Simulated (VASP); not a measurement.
# Ag (Fm-3m) in VASP: a series of runs

The runs below take Ag through single point, with PBEsol.

Everything below comes from runs of VASP 6.6.1. Logs are shortened: lines on timing, memory, paths and dates and some standing lists are left out, and cuts for length are marked.

**1. The cell of the first run**

Symmetry: Fm-3m, No. 225, cubic system. Conventional cell: a = 4.031 Å, b = 4.031 Å, c = 4.031 Å, α = 90.00°, β = 90.00°, γ = 90.00°. Ag (site symmetry m-3m) has 12 Ag at 2.85 Å within 3.8 Å.

**2. Single point, PBEsol (volume scaled by 0.96)**

INCAR reads:

```
ALGO     = Normal         # electronic algorithm
EDIFF    = 1E-6           # SCF threshold, eV
ENCUT    = 520            # plane-wave cutoff, eV
GGA      = PS             # functional
ISIF     = 2              # what is computed and relaxed
ISMEAR   = -1             # smearing method
LASPH    = T              # aspherical terms in the spheres
LCHARG   = F              # write CHGCAR
LREAL    = F              # projectors in reciprocal space
LWAVE    = F              # write WAVECAR
NBANDS   = 12             # bands
NELM     = 80             # most SCF steps
PREC     = Accurate       # precision mode
SIGMA    = 0.03           # smearing width, eV
```

KPOINTS reads:

```
k-points
0
Gamma
  15 15 15
```

POSCAR reads:

```
Ag
1.0
    0.0000000000      2.0154871556      2.0154871556
    2.0154871556      0.0000000000      2.0154871556
    2.0154871556      2.0154871556      0.0000000000
Ag
1
Direct
    0.0000000000      0.0000000000      0.0000000000
```

Potentials or basis: VASP PAW PBE potentials, release 64 (Ag).

Run with:

```
> cat potpaw_PBE.64/Ag/POTCAR > POTCAR
> mpirun -np 1 vasp_std > vasp.out
```

OUTCAR:

```text
EDIFF = 1E-6
   ENCUT = 520
   GGA = PS
   ISIF = 2
   ISMEAR = -1
   LASPH = T
   LREAL = F
   NELM = 80
   PREC = Accurate

 ion  position               nearest neighbor table
   1  0.000  0.000  0.000-

  LATTYP: Found a face centered cubic cell.
 ALAT       =     4.0309743112

  Lattice vectors:

 A1 = (   0.0000000000,   2.0154871556,   2.0154871556)
 A2 = (   2.0154871556,   0.0000000000,   2.0154871556)
 A3 = (   2.0154871556,   2.0154871556,   0.0000000000)

Analysis of symmetry for initial positions (statically):
=====================================================================
 Subroutine PRICEL returns:
 Original cell was already a primitive cell.

 Routine SETGRP: Setting up the symmetry group for a
 face centered cubic supercell.

 Subroutine GETGRP returns: Found 48 space group operations
 (whereof 48 operations were pure point group operations)
 out of a pool of 48 trial point group operations.

The static configuration has the point symmetry O_h .

Analysis of symmetry for dynamics (positions and initial velocities):
=====================================================================
 Subroutine PRICEL returns:
 Original cell was already a primitive cell.

 Routine SETGRP: Setting up the symmetry group for a
 face centered cubic supercell.

 Subroutine GETGRP returns: Found 48 space group operations
 (whereof 48 operations were pure point group operations)
 out of a pool of 48 trial point group operations.

The dynamic configuration has the point symmetry O_h .

 Subroutine INISYM returns: Found 48 space group operations
 (whereof 48 operations are pure point group operations),
 and found     1 'primitive' translations

----------------------------------------------------------------------------------------

                                     Primitive cell

  volume of cell :      16.3746

  direct lattice vectors                    reciprocal lattice vectors
     0.000000000  2.015487156  2.015487156    -0.248078981  0.248078981  0.248078981
     2.015487156  0.000000000  2.015487156     0.248078981 -0.248078981  0.248078981
     2.015487156  2.015487156  0.000000000     0.248078981  0.248078981 -0.248078981

  length of vectors
     2.850329270  2.850329270  2.850329270     0.429685400  0.429685400  0.429685400

  position of ions in fractional coordinates (direct lattice)
     0.000000000  0.000000000  0.000000000

  ion indices of the primitive-cell ions
   primitive index   ion index
                 1           1

----------------------------------------------------------------------------------------

 KPOINTS: k-points

Automatic generation of k-mesh.
 Grid dimensions read from file:
 generate k-points for:   15   15   15

 Generating k-lattice:

  Cartesian coordinates                     Fractional coordinates (reciprocal lattice)
    -0.016538599  0.016538599  0.016538599     0.066666667  0.000000000  0.000000000
     0.016538599 -0.016538599  0.016538599     0.000000000  0.066666667  0.000000000
     0.016538599  0.016538599 -0.016538599     0.000000000  0.000000000  0.066666667

  Length of vectors
     0.028645693  0.028645693  0.028645693

  Shift w.r.t. Gamma in fractional coordinates (k-lattice)
     0.000000000  0.000000000  0.000000000

 Subroutine IBZKPT returns following result:
 ===========================================

 Found    120 irreducible k-points:

 Following reciprocal coordinates:
            Coordinates               Weight
  0.000000  0.000000  0.000000      1.000000
  0.066667  0.000000  0.000000      8.000000
  0.133333  0.000000  0.000000      8.000000
  0.200000  0.000000  0.000000      8.000000
  0.266667  0.000000  0.000000      8.000000
  0.333333  0.000000  0.000000      8.000000
[... 16 lines left out ...]
  0.133333  0.133333  0.000000      6.000000
  0.200000  0.133333  0.000000     24.000000
 [... further k-points ...]
   k-points           NKPTS =    120   k-points in BZ     NKDIM =    120   number of bands    NBANDS=     12
   number of dos      NEDOS =    301   number of ions     NIONS =      1
   total plane-waves  NPLWV =  13824
   dimension x,y,z NGX =    24 NGY =   24 NGZ =   24
   dimension x,y,z NGXF=    48 NGYF=   48 NGZF=   48
   ions per type =               1
   NGX,Y,Z   is equivalent  to a cutoff of  14.00, 14.00, 14.00 a.u.
   NGXF,Y,Z  is equivalent  to a cutoff of  28.00, 28.00, 28.00 a.u.
 SYSTEM =  unknown system
   PREC   = accura    normal or accurate (medium, high low for compatibility)
   ISTART =      0    job   : 0-new  1-cont  2-samecut
   ICHARG =      2    charge: 1-file 2-atom 10-const
   ISPIN  =      1    spin polarized calculation?
   LNONCOLLINEAR =      F non collinear calculations
   LSORBIT =      F    spin-orbit coupling
   LASPH  =      T    aspherical Exc in radial PAW
   ENCUT  =  520.0 eV  38.22 Ry    6.18 a.u.   5.30  5.30  5.30*2*pi/ulx,y,z
   NELM   =     80;   NELMIN=  2; NELMDL= -5     # of ELM steps
   EDIFF  = 0.1E-05   stopping-criterion for ELM
   LREAL  =      F    real-space projection
   EDIFFG = 0.1E-04   stopping-criterion for IOM
   NSW    =      0    number of steps for IOM
   IBRION =     -1    ionic relax: 0-MD 1-quasi-New 2-CG
   NFREE  =      0    steps in history (QN), initial steepest desc. (CG)
   ISIF   =      2    stress and relaxation
   ISYM   =      2    0-nonsym 1-usesym 2-fastsym
   POTIM  = 0.5000    time-step for ionic-motion
   TEBEG  =    0.0;   TEEND  =   0.0 temperature during run
   PSTRESS=    0.0 pullay stress
   NELECT =      11.0000    total number of electrons
   NUPDOWN=      -1.0000    fix difference up-down
   EMIN   =  10.00;   EMAX   =-10.00  energy-range for DOS
   EFERMI =   0.00;   METHOD = LEGACY
   ISMEAR =    -1;   SIGMA  =   0.03  broadening in eV -4-tet -1-fermi 0-gaus
   EFERMI_NEDOS =   21; number of points for ismear=-14 and -15
   IALGO  =     38    algorithm
   IMIX   =      4    mixing-type and parameters
     AMIX     =   0.40;   BMIX     =  1.00
     AMIX_MAG =   1.60;   BMIX_MAG =  1.00
  volume/ion in A,a.u.               =      16.37       110.50
  Fermi-wavevector in a.u.,A,eV,Ry     =   1.433779  2.709450 27.969817  2.055724
  Thomas-Fermi vector in A             =   2.553260
   LORBIT       =      0    0 simple, 1 ext, 2 COOP (PROOUT), +10 PAW based schemes
   GGA     = PS    functional components
   LHFCALC =     F    Hartree Fock is set to
   AEXX    =    0.0000 exact exchange contribution
   IVDW    =     0    specifies the selected vdW correction
   LEPSILON=     F    determine dielectric tensor
   LRPA    =     F    only Hartree local field effects (RPA)
 non-spin polarized calculation
  energy-cutoff  :      520.00
  volume of cell :       16.37
 maximum number of plane-waves:       459
 NGX is ok and might be reduce to    24
   NGX = 11   NGY = 11   NGZ = 11

 number of electron      11.0000002 magnetization

 Free energy of the ion-electron system (eV)
  ---------------------------------------------------
  ext. energy  EPLUGINS =         0.00000000
  ---------------------------------------------------
  free energy    TOTEN  =        -3.30495488 eV

  energy without entropy =       -3.30349660  energy(sigma->0) =       -3.30422574

 E-fermi :   8.9671     XC(G=0): -12.6561

 val. band max:        8.9516177064   @ k =  -0.4000   0.1333   0.0000
 cond. band min:       8.9688561348   @ k =  -0.3333   0.2000   0.0000
 fundamental gap:      0.0172384284
 Fermi energy:         8.9671090711

 k-point     1 :       0.0000    0.0000    0.0000
  band No.  band energies     occupation
      1       0.6711      2.00000
      2       3.8786      2.00000
      3       3.8786      2.00000
      4       3.8786      2.00000
      5       5.0023      2.00000
      6       5.0023      2.00000
      7      24.8738      0.00000
      8      28.6856      0.00000
      9      28.6856      0.00000
     10      28.6856      0.00000
     11      33.6109      0.00000
     12      35.0107      0.00000

 k-point     2 :       0.0667    0.0000    0.0000
  band No.  band energies     occupation
      1       0.8146      2.00000
      2       3.8433      2.00000
      3       3.9198      2.00000
      4       3.9198      2.00000
      5       4.9862      2.00000
      6       4.9862      2.00000
      7      24.9181      0.00000
      8      27.5497      0.00000
      9      28.7632      0.00000
     10      28.7632      0.00000
     11      33.7091      0.00000
     12      34.8019      0.00000

 k-point     3 :       0.1333    0.0000    0.0000
  band No.  band energies     occupation
      1       1.2212      2.00000
      2       3.7715      2.00000
      3       4.0188      2.00000
      4       4.0188      2.00000
      5       4.9626      2.00000
      6       4.9626      2.00000
      7      24.3804      0.00000
      8      26.0213      0.00000
      9      28.9447      0.00000
     10      28.9447      0.00000
     11      32.5943      0.00000
     12      34.1121      0.00000
[... 286 lines left out ...]
 k-point    23 :       0.1333    0.1333    0.0000
  band No.  band energies     occupation
      1       1.4071      2.00000
      2       3.5798      2.00000
      3       4.1635      2.00000
      4       4.1635      2.00000
      5       4.7285      2.00000
      6       5.1322      2.00000
      7      25.2149      0.00000
      8      26.7740      0.00000
      9      27.0151      0.00000
     10      27.0151      0.00000
     11      33.3974      0.00000
     12      34.4779      0.00000

 k-point    24 :       0.2000    0.1333    0.0000
  band No.  band energies     occupation
      1       1.8469      2.00000
      2       3.4494      2.00000
      3       4.2634      2.00000
      4       4.3003      2.00000
      5       4.7241      2.00000
      6       5.2068      2.00000
      7      24.1978      0.00000
      8      25.6753      0.00000
      9      26.2753      0.00000
     10      27.6750      0.00000
     11      31.6799      0.00000
     12      34.5442      0.00000

 [... further k-points ...]

------------------------ aborting loop because EDIFF is reached ----------------------------------------

  FORCE on cell =-STRESS in cart. coord.  units (eV):
  Direction    XX          YY          ZZ          XY          YZ          ZX
  --------------------------------------------------------------------------------------
  -------------------------------------------------------------------------------------
  Total        0.1774168      0.1774168      0.1774168     -0.0000000      0.0000000      0.0000000
  in kB       17.3594253     17.3594253     17.3594253     -0.0000000      0.0000000      0.0000000
  external PRESSURE =      17.3594253 kB  Pullay stress =       0.0000000 kB

 VOLUME and BASIS-vectors are now :
 -----------------------------------------------------------------------------
  energy-cutoff  :      520.00
  volume of cell :       16.37
      direct lattice vectors                 reciprocal lattice vectors
     0.000000000  2.015487156  2.015487156    -0.248078981  0.248078981  0.248078981
     2.015487156  0.000000000  2.015487156     0.248078981 -0.248078981  0.248078981
     2.015487156  2.015487156  0.000000000     0.248078981  0.248078981 -0.248078981

 POSITION                                       TOTAL-FORCE (eV/Angst)
 -----------------------------------------------------------------------------------
      0.00000      0.00000      0.00000         0.000000      0.000000      0.000000
 -----------------------------------------------------------------------------------
    total drift:                               -0.000000      0.000000      0.000000

  FREE ENERGIE OF THE ION-ELECTRON SYSTEM (eV)
  ---------------------------------------------------
  free  energy   TOTEN  =        -3.3049548789 eV

  energy  without entropy=       -3.3034966022  energy(sigma->0) =       -3.30422574
```

Run time: 13 s. Hardware: 1 thread of Intel Xeon 6975P-C, shared host; peak memory 0.15 GiB.

What came out:

- Free energy: -3.3050 eV
- Pressure: 1.7 GPa

Caveat: the PAW data sets were made with another functional, which shifts forces and pressure a little.

**3. Single point, PBEsol (volume scaled by 0.99)**

INCAR reads:

```
SYSTEM = Ag
PREC = Accurate ; ENCUT = 520
EDIFF = 1E-7 ; ISMEAR = -1
SIGMA = 0.03 ; LREAL = .False.
LASPH = .True. ; NELM = 80
ALGO = Normal ; ISIF = 2
LWAVE = .False. ; LCHARG = .True.
GGA = PS ; LELF = .True.
LVHAR = .True. ; NBANDS = 12
```

KPOINTS reads:

```
regular mesh
0
Gamma
  15 15 15
  0 0 0
```

POSCAR reads:

```
Ag
1.0
    0.0000000000      2.0362668386      2.0362668386
    2.0362668386      0.0000000000      2.0362668386
    2.0362668386      2.0362668386      0.0000000000
Ag
1
Direct
    0.0000000000      0.0000000000      0.0000000000
```

Potentials or basis: VASP PAW PBE potentials, release 64 (Ag).

Run with:

```
> cat potpaw_PBE.64/Ag/POTCAR > POTCAR
> mpirun -np 1 vasp_std > vasp.out
```

Run time: 13 s. Hardware: 1 thread of Intel Xeon 6975P-C, shared host; peak memory 0.15 GiB.

It converged, with:

```
Free energy : -3.3048 eV
Pressure    : -1.9 GPa
```

Levels at points of the mesh, in eV from the Fermi level:
| k point | band 4 | band 5 | band 6 | band 7 | band 8 | band 9 |
| --- | --- | --- | --- | --- | --- | --- |
| (0.00, 0.00, 0.00) | -4.95 | -3.89 | -3.89 | 15.87 | 19.50 | 19.50 |

Caveat: the PAW data sets were made with another functional, which shifts forces and pressure a little.

**4. Single point, PBEsol (volume scaled by 1.02)**

INCAR reads:

```
SYSTEM = Ag
PREC = Accurate
ENCUT = 520
EDIFF = 1E-6
ISMEAR = -1
SIGMA = 0.03
LREAL = .FALSE.
LASPH = .TRUE.
NELM = 100
ALGO = Normal
ISIF = 2
LWAVE = .FALSE.
LCHARG = .TRUE.
GGA = PS
LELF = .TRUE.
LVHAR = .TRUE.
NBANDS = 12
```

KPOINTS reads:

```
regular mesh
0
G
  15 15 15
  0 0 0
```

POSCAR reads:

```
Ag
1.0
    0.0000000000      2.0566308579      2.0566308579
    2.0566308579      0.0000000000      2.0566308579
    2.0566308579      2.0566308579      0.0000000000
Ag
1
Direct
    0.0000000000      0.0000000000      0.0000000000
```

Run with:

```
> cat potpaw_PBE.64/Ag/POTCAR > POTCAR
> mpirun -np 1 vasp_std > vasp.out
```

Wall time 17 s (1 thread of Intel Xeon 6975P-C, shared host); peak memory 0.15 GiB.

The run converged. Its results:

```yaml
Free_energy: -3.2942 eV
Pressure: -4.9 GPa
```

Levels at points of the mesh, in eV from the Fermi level:
```tsv
k point	band 2	band 3	band 4	band 5	band 6	band 7	band 8	band 9	band 10	band 11
(0.00, 0.00, 0.00)	-4.82	-4.82	-4.82	-3.81	-3.81	15.82	19.27	19.27	19.27	24.04
```

Caveat: the PAW data sets were made with another functional, which shifts forces and pressure a little.

**5. Single point, PBEsol (volume scaled by 1.06)**

INCAR reads:

```
PREC = Accurate
ENCUT = 520
EDIFF = 1E-6
ISMEAR = -1
SIGMA = 0.03
LREAL = False
LASPH = True
NELM = 100
ALGO = Normal
ISIF = 2
LWAVE = False
LCHARG = False
GGA = PS
NBANDS = 12
```

KPOINTS reads:

```
Automatic mesh
0
Gamma
  15 15 15
```

POSCAR reads:

```
Ag
1.0
    0.0000000000      2.0831709575      2.0831709575
    2.0831709575      0.0000000000      2.0831709575
    2.0831709575      2.0831709575      0.0000000000
Ag
1
Direct
    0.0000000000      0.0000000000      0.0000000000
```

Potentials or basis: VASP PAW PBE potentials, release 64 (Ag).

Run with:

```
> cat potpaw_PBE.64/Ag/POTCAR > POTCAR
> mpirun -np 1 vasp_std > vasp.out
```

OUTCAR:

```text
PREC = Accurate
   ENCUT = 520
   EDIFF = 1E-6
   ISMEAR = -1
   LREAL = False
   LASPH = True
   NELM = 100
   ISIF = 2
   GGA = PS

 ion  position               nearest neighbor table
   1  0.000  0.000  0.000-

  LATTYP: Found a face centered cubic cell.
 ALAT       =     4.1663419150

  Lattice vectors:

 A1 = (   0.0000000000,   2.0831709575,   2.0831709575)
 A2 = (   2.0831709575,   0.0000000000,   2.0831709575)
[... 537 lines left out ...]
     10      25.5032      0.00000
     11      28.5051      0.00000
     12      32.0068      0.00000

 [... further k-points ...]

------------------------ aborting loop because EDIFF is reached ----------------------------------------

  FORCE on cell =-STRESS in cart. coord.  units (eV):
  Direction    XX          YY          ZZ          XY          YZ          ZX
  --------------------------------------------------------------------------------------
  -------------------------------------------------------------------------------------
  Total       -0.8940589     -0.8940589     -0.8940589      0.0000000      0.0000000     -0.0000000
  in kB      -79.2267798    -79.2267798    -79.2267798      0.0000000      0.0000000     -0.0000000
  external PRESSURE =     -79.2267798 kB  Pullay stress =       0.0000000 kB

 VOLUME and BASIS-vectors are now :
 -----------------------------------------------------------------------------
  energy-cutoff  :      520.00
  volume of cell :       18.08
      direct lattice vectors                 reciprocal lattice vectors
     0.000000000  2.083170958  2.083170958    -0.240018707  0.240018707  0.240018707
     2.083170958  0.000000000  2.083170958     0.240018707 -0.240018707  0.240018707
     2.083170958  2.083170958  0.000000000     0.240018707  0.240018707 -0.240018707

 POSITION                                       TOTAL-FORCE (eV/Angst)
 -----------------------------------------------------------------------------------
      0.00000      0.00000      0.00000        -0.000000     -0.000000     -0.000000
 -----------------------------------------------------------------------------------
    total drift:                               -0.000000      0.000000     -0.000000

  FREE ENERGIE OF THE ION-ELECTRON SYSTEM (eV)
  ---------------------------------------------------
  free  energy   TOTEN  =        -3.2671120925 eV

  energy  without entropy=       -3.2654966161  energy(sigma->0) =       -3.26630435
```

Run time: 14 s. Hardware: 1 thread of Intel Xeon 6975P-C, shared host; peak memory 0.16 GiB.

What came out:

```
Free energy : -3.2671 eV
Pressure    : -7.9 GPa
```

Caveat: the PAW data sets were made with another functional, which shifts forces and pressure a little.

**6. The runs side by side**

```tsv
cell	gap on the mesh (eV)	pressure (GPa)
a = 2.850 Å, angles 60.0°, 1 atom	none	1.7
a = 2.880 Å, angles 60.0°, 1 atom	none	-1.9
a = 2.909 Å, angles 60.0°, 1 atom	none	-4.9
a = 2.946 Å, angles 60.0°, 1 atom	none	-7.9
```

Alike in all rows: task single point; level PBEsol; potentials or basis VASP PAW PBE potentials, release 64 (Ag); no spin polarisation; k mesh 15 × 15 × 15; cutoff (eV) 520; smearing fermi-dirac 0.03 eV.

Caveats: the PAW data sets were made with another functional, which shifts forces and pressure a little.

Total energies depend on the potentials used, so only differences within one code and one set of settings carry meaning.
